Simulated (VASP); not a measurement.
# Pd (Im-3m) in VASP: settings compared, part 2 of 2

VASP 6.6.1.

## (3) Relaxation of cell and atoms, PBEsol-based global hybrid with 25 % exact exchange

File POSCAR:

```
Pd
1.0
   -1.5722810000      1.5722810000      1.5722810000
    1.5722810000     -1.5722810000      1.5722810000
    1.5722810000      1.5722810000     -1.5722810000
Pd
1
Direct
    0.0000000000      0.0000000000      0.0000000000
```

File INCAR.step1:

```
SYSTEM = Pd
ALGO     = Normal         ! electronic algorithm
EDIFF    = 1E-5           ! SCF threshold, eV
ENCUT    = 600            ! plane-wave cutoff, eV
GGA      = PE             ! functional
ISMEAR   = -1             ! smearing method
LASPH    = .True.         ! aspherical terms in the spheres
LCHARG   = .False.        ! write CHGCAR
LREAL    = .False.        ! projectors in reciprocal space
LWAVE    = .True.         ! write WAVECAR
NBANDS   = 11             ! bands
NELM     = 80             ! most SCF steps
PREC     = Accurate       ! precision mode
SIGMA    = 0.05           ! smearing width, eV
```

File INCAR.step2:

```
SYSTEM = Pd
AEXX     = 0.25           ! exact-exchange fraction
ALGO     = Normal         ! electronic algorithm
EDIFF    = 1E-6           ! SCF threshold, eV
EDIFFG   = -0.01          ! ionic threshold
ENCUT    = 600            ! plane-wave cutoff, eV
GGA      = PS             ! functional
IBRION   = 2              ! ionic algorithm
ISIF     = 3              ! what is computed and relaxed
ISMEAR   = -1             ! smearing method
ISTART   = 1            
LASPH    = .True.         ! aspherical terms in the spheres
LCHARG   = .False.        ! write CHGCAR
LHFCALC  = .True.         ! exact exchange
LREAL    = .False.        ! projectors in reciprocal space
LWAVE    = .False.        ! write WAVECAR
NELM     = 80             ! most SCF steps
NSW      = 60             ! ionic steps
PREC     = Accurate       ! precision mode
PRECFOCK = Normal       
SIGMA    = 0.05           ! smearing width, eV
```

File KPOINTS:

```
k-points
0
Gamma
  6 6 6
  0 0 0
```

Potentials or basis: VASP PAW PBE potentials, release 64 (Pd).

Started as:

```bash
cat potpaw_PBE.64/Pd/POTCAR > POTCAR
cp INCAR.step1 INCAR
mpirun -np 1 vasp_std > vasp.out
cp INCAR.step2 INCAR
mpirun -np 1 vasp_std > vasp.out
```

OUTCAR:

```text
SYSTEM = Pd
   AEXX = 0.25
   EDIFF = 1E-6
   EDIFFG = -0.01
   ENCUT = 600
   GGA = PS
   IBRION = 2
   ISIF = 3
   ISMEAR = -1
   ISTART = 1
   LASPH = .True.
   LHFCALC = .True.
   LREAL = .False.
   NELM = 80
   NSW = 60
   PREC = Accurate
   PRECFOCK = Normal

 ion  position               nearest neighbor table
   1  0.000  0.000  0.000-

  LATTYP: Found a body centered cubic cell.
 ALAT       =     3.1445620000

  Lattice vectors:

 A1 = (  -1.5722810000,   1.5722810000,   1.5722810000)
 A2 = (   1.5722810000,  -1.5722810000,   1.5722810000)
 A3 = (   1.5722810000,   1.5722810000,  -1.5722810000)

Analysis of symmetry for initial positions (statically):
=====================================================================
 Subroutine PRICEL returns:
 Original cell was already a primitive cell.

 Routine SETGRP: Setting up the symmetry group for a
 body centered cubic supercell.

 Subroutine GETGRP returns: Found 48 space group operations
 (whereof 48 operations were pure point group operations)
 out of a pool of 48 trial point group operations.

The static configuration has the point symmetry O_h .

Analysis of symmetry for dynamics (positions and initial velocities):
[... 160 lines left out ...]

  FORCE on cell =-STRESS in cart. coord.  units (eV):
  Direction    XX          YY          ZZ          XY          YZ          ZX
  --------------------------------------------------------------------------------------
  -------------------------------------------------------------------------------------
  Total       -1.2742782     -1.2742782     -1.2742782      0.0000000     -0.0000000     -0.0000000
  in kB     -131.3180247   -131.3180247   -131.3180247      0.0000000     -0.0000000     -0.0000000
  external PRESSURE =    -131.3180247 kB  Pullay stress =       0.0000000 kB
[... 24 lines left out ...]
 number of electron      10.0000000 magnetization

 number of electron       9.9999998 magnetization

 E-fermi :  11.3875     XC(G=0): -11.1223

 val. band max:       10.5467251340   @ k =   0.1667   0.1667   0.0000
 cond. band min:      11.5073763917   @ k =  -0.3333   0.5000   0.1667
 fundamental gap:      0.9606512577
 Fermi energy:        11.3874816560

 k-point     1 :       0.0000    0.0000    0.0000
  band No.  band energies     occupation
      1       2.2228      2.00000
      2       6.7456      2.00000
      3       6.7456      2.00000
      4       6.7456      2.00000
      5       9.1808      2.00000
      6       9.1808      2.00000
      7      33.1051      0.00000
      8      33.1051      0.00000
      9      33.1051      0.00000
[... 247 lines left out ...]
--------------------------------------- Ionic step        4  -------------------------------------------

 number of electron       9.9999998 magnetization

 Free energy of the ion-electron system (eV)
  ---------------------------------------------------
  ext. energy  EPLUGINS =         0.00000000
  ---------------------------------------------------
  free energy    TOTEN  =        -7.08010452 eV

  energy without entropy =       -7.07691734  energy(sigma->0) =       -7.07851093

 E-fermi :   9.2923     XC(G=0): -10.5699

 val. band max:        8.5638999605   @ k =   0.1667   0.1667   0.0000
 cond. band min:       9.4121626535   @ k =  -0.3333   0.5000   0.1667
 fundamental gap:      0.8482626930
 Fermi energy:         9.2922681492

 k-point     1 :       0.0000    0.0000    0.0000
  band No.  band energies     occupation
      1       1.1546      2.00000
      2       5.2882      2.00000
      3       5.2882      2.00000
      4       5.2882      2.00000
      5       7.3180      2.00000
      6       7.3180      2.00000
      7      30.7977      0.00000
      8      30.7977      0.00000
      9      30.7977      0.00000
[... 206 lines left out ...]
  FREE ENERGIE OF THE ION-ELECTRON SYSTEM (eV)
  ---------------------------------------------------
  free  energy   TOTEN  =        -7.0801045197 eV

  energy  without entropy=       -7.0769173448  energy(sigma->0) =       -7.07851093

 reached required accuracy - stopping structural energy minimisation
```

OUTCAR.step1:

```text
SYSTEM = Pd
   EDIFF = 1E-5
   ENCUT = 600
   GGA = PE
   ISMEAR = -1
   LASPH = .True.
   LREAL = .False.
[... 429 lines left out ...]
 -----------------------------------------------------------------------------------
      0.00000      0.00000      0.00000         0.000000      0.000000     -0.000000
 -----------------------------------------------------------------------------------
    total drift:                                0.000000      0.000000     -0.000000

  FREE ENERGIE OF THE ION-ELECTRON SYSTEM (eV)
  ---------------------------------------------------
  free  energy   TOTEN  =        -5.1894806528 eV

  energy  without entropy=       -5.1769930401  energy(sigma->0) =       -5.18323685
```

OSZICAR.step1:

```text
N       E                     dE             d eps       ncg     rms          rms(c)
DAV:   1     0.482175425878E+02    0.48218E+02   -0.58447E+03   352   0.963E+02
DAV:   2    -0.492316598774E+01   -0.53141E+02   -0.51951E+02   400   0.195E+02
DAV:   3    -0.544258515858E+01   -0.51942E+00   -0.51789E+00   409   0.209E+01
DAV:   4    -0.544508454336E+01   -0.24994E-02   -0.24992E-02   431   0.151E+00
DAV:   5    -0.544510766295E+01   -0.23120E-04   -0.23117E-04   443   0.130E-01    0.651E+00
DAV:   6    -0.520215926064E+01    0.24295E+00   -0.93713E-01   421   0.803E+00    0.317E+00
DAV:   7    -0.519249664329E+01    0.96626E-02   -0.13314E-02   465   0.934E-01    0.167E+00
DAV:   8    -0.518948612762E+01    0.30105E-02   -0.10040E-03   415   0.259E-01    0.897E-02
DAV:   9    -0.518947604708E+01    0.10081E-04   -0.14743E-05   426   0.352E-02    0.120E-02
DAV:  10    -0.518948065278E+01   -0.46057E-05   -0.18806E-06   286   0.137E-02
   1 F= -.51894807E+01 E0= -.51832368E+01  d E =-.124876E-01
```

It took 30 min on 1 thread of Intel Xeon Platinum 8488C (Sapphire Rapids), shared host; peak memory 0.17 GiB.

Results:

| Quantity | Value |
| --- | --- |
| Free energy | -7.0801 eV |
| Relaxed volume | 14.40 Å³/atom |
| Relaxed cell | a = 2.654 Å, b = 2.654 Å, c = 2.654 Å, α = 109.47°, β = 109.47°, γ = 109.47° |
| Space group after relaxing (to 0.1 Å) | Im-3m (No. 229) |
| Energy gained by relaxing | 51.5 meV/atom |
| Ionic steps | 4 |
| Pressure after relaxing | 0.0 GPa |
| Band gap on the k mesh | zero (bands 5 and 6 overlap by 3.11 eV) |

Step by step:
| step | energy change (eV) | largest force (eV/Å) | pressure (GPa) | volume (Å³) |
| --- | --- | --- | --- | --- |
| 1 | 0.0000 | 0.0000 | -13.13 | 15.55 |
| 2 | 0.0845 | 0.0000 | 32.00 | 12.85 |
| 3 | -0.0515 | 0.0000 | -0.46 | 14.42 |
| 4 | -0.0515 | 0.0000 | -0.02 | 14.40 |

Final structure:
```yaml
crystal:
  lattice:
    - [-1.53249, 1.53249, 1.53249]
    - [1.53249, -1.53249, 1.53249]
    - [1.53249, 1.53249, -1.53249]
  atoms:
    - { symbol: Pd, position: [0.00000, 0.00000, 0.00000] }
```

Levels at points of the mesh, in eV from the Fermi level:
| k point | band 2 | band 3 | band 4 | band 5 | band 6 | band 7 | band 8 | band 9 |
| --- | --- | --- | --- | --- | --- | --- | --- | --- |
| (0.00, 0.00, 0.00) | -4.00 | -4.00 | -4.00 | -1.97 | -1.97 | 21.51 | 21.51 | 21.51 |
| (0.50, 0.00, 0.00) | -5.35 | -1.94 | -1.58 | 1.14 | 2.33 | 10.03 | 17.14 | 20.35 |
| (0.50, 0.50, 0.50) | -6.72 | 0.72 | 0.72 | 0.72 | 11.09 | 11.09 | 11.09 | 20.68 |

Caveat: the k points lie up to 0.48 Å⁻¹ apart in the final cell, too coarse for converged energies and pressures of a metal; the PAW data sets were made with another functional, which shifts forces and pressure a little.

## (4) Single point, r2SCANh

POSCAR is that of step 3.

File INCAR.step1:

```
SYSTEM = Pd
PREC = Accurate
ENCUT = 510
EDIFF = 1E-5
ISMEAR = -1
SIGMA = 0.05
LREAL = .FALSE.
LASPH = .TRUE.
NELM = 120
ALGO = Normal
ISIF = 2
LWAVE = .TRUE.
LCHARG = .FALSE.
NBANDS = 15
GGA = PE
GGA_COMPAT = .FALSE.
```

File INCAR.step2:

```
SYSTEM = Pd
PREC = Accurate
ENCUT = 510
EDIFF = 1E-6
ISMEAR = -1
SIGMA = 0.05
LREAL = .FALSE.
LASPH = .TRUE.
NELM = 120
ALGO = Normal
ISIF = 2
LWAVE = .FALSE.
LCHARG = .FALSE.
METAGGA = R2SCAN
LHFCALC = .TRUE.
AEXX = 0.1
LMIXTAU = .TRUE.
PRECFOCK = Normal
NBANDS = 15
ISTART = 1
GGA_COMPAT = .FALSE.
```

File KPOINTS:

```
regular mesh
0
G
  6 6 6
  0 0 0
```

Potentials or basis: VASP PAW PBE potentials, release 64 (Pd_sv_GW).

Started as:

```bash
cat potpaw_PBE.64/Pd_sv_GW/POTCAR > POTCAR
cp INCAR.step1 INCAR
mpirun -np 1 vasp_std > vasp.out
cp INCAR.step2 INCAR
mpirun -np 1 vasp_std > vasp.out
```

Wall time 13 min (1 thread of Intel Xeon Platinum 8488C (Sapphire Rapids), shared host); peak memory 0.15 GiB.

Results (log left out):

```
Free energy            : -19.4046 eV
Pressure               : -11.3 GPa
Band gap on the k mesh : zero (bands 9 and 10 overlap by 2.08 eV)
```

Levels at points of the mesh, in eV from the Fermi level:
| k point | band 5 | band 6 | band 7 | band 8 | band 9 | band 10 | band 11 | band 12 | band 13 | band 14 |
| --- | --- | --- | --- | --- | --- | --- | --- | --- | --- | --- |
| (0.00, 0.00, 0.00) | -6.77 | -2.99 | -2.99 | -2.99 | -1.17 | -1.17 | 20.82 | 20.82 | 20.82 | 29.39 |
| (0.50, 0.00, 0.00) | -5.22 | -4.14 | -1.19 | -0.91 | 0.91 | 2.43 | 8.82 | 16.56 | 19.10 | 25.59 |
| (0.50, 0.50, 0.50) | -5.26 | -5.26 | 0.55 | 0.55 | 0.55 | 10.47 | 10.47 | 10.47 | 18.76 | 18.76 |

Caveat: the k points lie up to 0.47 Å⁻¹ apart, too coarse for converged energies and pressures of a metal; the PAW data sets were made with another functional, which shifts forces and pressure a little.

## (5) Single point, r2SCAN0

POSCAR is that of step 4.

File INCAR.step1:

```
PREC     = Accurate       # precision mode
ENCUT    = 510            # plane-wave cutoff, eV
EDIFF    = 1E-5           # SCF threshold, eV
ISMEAR   = -1             # smearing method
SIGMA    = 0.05           # smearing width, eV
LREAL    = False          # projectors in reciprocal space
LASPH    = True           # aspherical terms in the spheres
NELM     = 120            # most SCF steps
ALGO     = Normal         # electronic algorithm
ISIF     = 2              # what is computed and relaxed
LWAVE    = True           # write WAVECAR
LCHARG   = False          # write CHGCAR
GGA      = PE             # functional
NBANDS   = 15             # bands
GGA_COMPAT= False
```

File INCAR.step2:

```
PREC     = Accurate       # precision mode
ENCUT    = 510            # plane-wave cutoff, eV
EDIFF    = 1E-6           # SCF threshold, eV
ISMEAR   = -1             # smearing method
SIGMA    = 0.05           # smearing width, eV
LREAL    = False          # projectors in reciprocal space
LASPH    = True           # aspherical terms in the spheres
NELM     = 120            # most SCF steps
ALGO     = Normal         # electronic algorithm
ISIF     = 2              # what is computed and relaxed
LWAVE    = False          # write WAVECAR
LCHARG   = False          # write CHGCAR
METAGGA  = R2SCAN         # meta-GGA
LHFCALC  = True           # exact exchange
AEXX     = 0.25           # exact-exchange fraction
LMIXTAU  = True         
PRECFOCK = Normal       
ISTART   = 1            
NBANDS   = 15             # bands
GGA_COMPAT= False
```

File KPOINTS:

```
Automatic mesh
0
Gamma
  6 6 6
```

Started as:

```bash
cat potpaw_PBE.64/Pd_sv_GW/POTCAR > POTCAR
cp INCAR.step1 INCAR
mpirun -np 1 vasp_std > vasp.out
cp INCAR.step2 INCAR
mpirun -np 1 vasp_std > vasp.out
```

Run time: 13 min. Hardware: 1 thread of Intel Xeon Platinum 8375C at 2.90GHz (Ice Lake), shared host; peak memory 0.15 GiB.

The run converged. Its results:

```yaml
Free_energy: -16.3921 eV
Pressure: -13.0 GPa
Band_gap_on_the_k_mesh: zero (bands 9 and 10 overlap by 2.92 eV)
```

Levels at points of the mesh, in eV from the Fermi level:
```tsv
k point	band 6	band 7	band 8	band 9	band 10	band 11	band 12	band 13
(0.00, 0.00, 0.00)	-3.68	-3.68	-3.68	-1.90	-1.90	21.63	21.63	21.63
(0.50, 0.00, 0.00)	-4.88	-1.86	-1.58	1.01	2.88	9.70	17.37	20.07
(0.50, 0.50, 0.50)	-6.13	0.66	0.66	0.66	11.27	11.27	11.27	19.73
```

Caveat: the k points lie up to 0.47 Å⁻¹ apart, too coarse for converged energies and pressures of a metal; the PAW data sets were made with another functional, which shifts forces and pressure a little.

## (6) Summary

| task | level | potentials or basis | cell | cutoff (eV) | share of exact exchange | gap on the mesh (eV) | pressure (GPa) | relaxed volume (Å³/atom) |
| --- | --- | --- | --- | --- | --- | --- | --- | --- |
| relaxation of cell and atoms | PBE0 | VASP PAW PBE potentials, release 64 (Pd) | relaxed | 600 | 0.25 | none | -0.1 | 14.91 |
| relaxation of cell and atoms | PBEsol-based global hybrid with 25 % exact exchange | VASP PAW PBE potentials, release 64 (Pd) | relaxed | 600 | 0.25 | none | 0.0 | 14.40 |
| single point | r2SCANh | VASP PAW PBE potentials, release 64 (Pd_sv_GW) | as given | 510 | 0.1 | none | -11.3 | - |
| single point | r2SCAN0 | VASP PAW PBE potentials, release 64 (Pd_sv_GW) | as given | 510 | 0.25 | none | -13.0 | - |

Alike in all rows: no spin polarisation; k mesh 6 × 6 × 6; smearing fermi-dirac 0.05 eV.

Caveats: all runs use coarse meshes; the PAW data sets were made with another functional, which shifts forces and pressure a little.

Total energies depend on the potentials used, so only differences within one code and one set of settings carry meaning.

The gap in the log of VASP goes by the Fermi energy; the results here count the filled bands.